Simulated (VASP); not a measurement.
Here is a VASP 6.6.1 calculation.

The input INCAR:

```
PREC     = Accurate       # precision mode
ENCUT    = 520            # plane-wave cutoff, eV
EDIFF    = 1E-6           # SCF threshold, eV
ISMEAR   = 0              # smearing method
SIGMA    = 0.02           # smearing width, eV
LREAL    = False          # projectors in reciprocal space
LASPH    = True           # aspherical terms in the spheres
NELM     = 80             # most SCF steps
ALGO     = Normal         # electronic algorithm
ISIF     = 2              # what is computed and relaxed
LWAVE    = False          # write WAVECAR
LCHARG   = True           # write CHGCAR
GGA      = PE             # functional
LELF     = True           # ELF
LVHAR    = True         
NBANDS   = 28             # bands
```

File KPOINTS:

```
regular mesh
0
Gamma
  8 8 6
```

The input POSCAR:

```
BaTiO3
1.0
    3.9854497962      0.0000000000      0.0000000000
    0.0000000000      3.9854497962      0.0000000000
    0.0000000000      0.0000000000      4.2004826514
Ba Ti O
1 1 3
Direct
    0.5000000000      0.5000000000      0.5912757175
    0.0000000000      0.0000000000      0.1084227160
    0.0000000000      0.5000000000      0.0602445497
    0.5000000000      0.0000000000      0.0602445497
    0.0000000000      0.0000000000      0.5398094571
```

Potentials or basis: VASP PAW PBE potentials, release 64 (Ba_sv, Ti_sv, O).

Command:

```bash
$ cat potpaw_PBE.64/Ba_sv/POTCAR potpaw_PBE.64/Ti_sv/POTCAR potpaw_PBE.64/O/POTCAR > POTCAR
$ mpirun -np 1 vasp_std > vasp.out
```

Predict the band gap on the k mesh.

1.79 eV, indirect (least direct gap 2.35 eV).

Predict the largest force.

0.082 eV/Å.

What does it give for the pressure?

1.6 GPa.

Stress tensor (GPa, compression positive):
```
1.59 0.00 0.00
0.00 1.59 0.00
0.00 0.00 1.66
```

Caveat: spin-orbit coupling is left out, which moves the levels of the heavy elements. A k mesh can miss the band edges.
